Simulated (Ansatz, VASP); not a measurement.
## Two plane-wave programs on Al

```
Al
1.0
     4.54693    0.00000    0.00000
    -2.27346    3.93775    0.00000
     0.00000    0.00000    2.85090
Al
3
Direct
  0.00000 0.00000 0.00000
  0.33333 0.66667 0.50000
  0.66667 0.33333 0.50000
```

Alike in both runs: task single point; functional BLYP; k mesh 9 × 9 × 12; occupations fermi-dirac, width 0.1 eV; no spin polarisation.

|  | VASP | Ansatz |
| --- | --- | --- |
| version | VASP 6.6.1 | Ansatz 0.2.0 |
| potentials or method | VASP PAW PBE potentials, release 64 (Al), cutoff 520 eV | plane waves (420 eV) with PAW, scalar-relativistic |
| valence electrons in the cell | 9 | 9 |

Ansatz gave:

```
pressure (GPa)                                                : 4.9
traceless stress, the component that is largest in VASP (GPa) : -1.10
```

Problem. What did VASP give for the same quantities?

Solution. Pressure (GPa): 5.0; traceless stress, the component that is largest in VASP (GPa): -1.11.

VASP's potentials were made for PBE, not for BLYP.
